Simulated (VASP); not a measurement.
Set up this calculation in VASP 6.6.1, as the native input.

```
Task                   : single point
Functional             : PBE
Potentials or basis    : VASP PAW PBE potentials, release 64 (Ta_pv, Ga_d, Ge_d, Se)
Cutoff                 : 520 eV
k mesh                 : 12 × 12 × 10
Occupations            : gaussian, width 0.1 eV
Spin                   : no spin polarisation
Dipole correction      : no
Further INCAR settings : ALGO = Normal; EDIFF = 1e-07; NBANDS = 30
```

The structure of TaGaGeSe lies in POSCAR:

```
TaGaGeSe
1.0
    3.8442824975      0.0000000000      0.0000000000
    0.0000000000      3.8442824975      0.0000000000
    0.0000000000      0.0000000000      5.3596383826
Ta Ga Ge Se
1 1 1 1
Direct
    0.0000000000      0.0000000000      0.5000000000
    0.5000000000      0.5000000000      0.5000000000
    0.5000000000      0.5000000000      0.0000000000
    0.0000000000      0.0000000000      0.0000000000
```

The input as run:

INCAR

```
PREC = Accurate ; ENCUT = 520
EDIFF = 1E-7 ; ISMEAR = 0
SIGMA = 0.1 ; LREAL = F
LASPH = T ; NELM = 60
ALGO = Normal ; ISIF = 2
LWAVE = F ; LCHARG = F
GGA = PE ; NBANDS = 30
```

KPOINTS

```
Automatic mesh
0
Gamma
  12 12 10
```

Potentials or basis: VASP PAW PBE potentials, release 64 (Ta_pv, Ga_d, Ge_d, Se).

Command:

```bash
$ cat potpaw_PBE.64/Ta_pv/POTCAR potpaw_PBE.64/Ga_d/POTCAR potpaw_PBE.64/Ge_d/POTCAR potpaw_PBE.64/Se/POTCAR > POTCAR
$ mpirun -np 1 vasp_std > vasp.out
```

Results of the run:

```yaml
Pressure: 0.1 GPa
Band_gap_on_the_k_mesh: zero (band 22 reaches 7.24 eV, above the bottom of band 23 at 5.15 eV)
```

Caveat: spin-orbit coupling is left out, which moves the levels of the heavy elements.

Run time: 2.8 min on 1 thread of Intel(R) Xeon(R) 6975P-C (Granite Rapids), with other jobs on the host, peak memory 0.54 GiB.
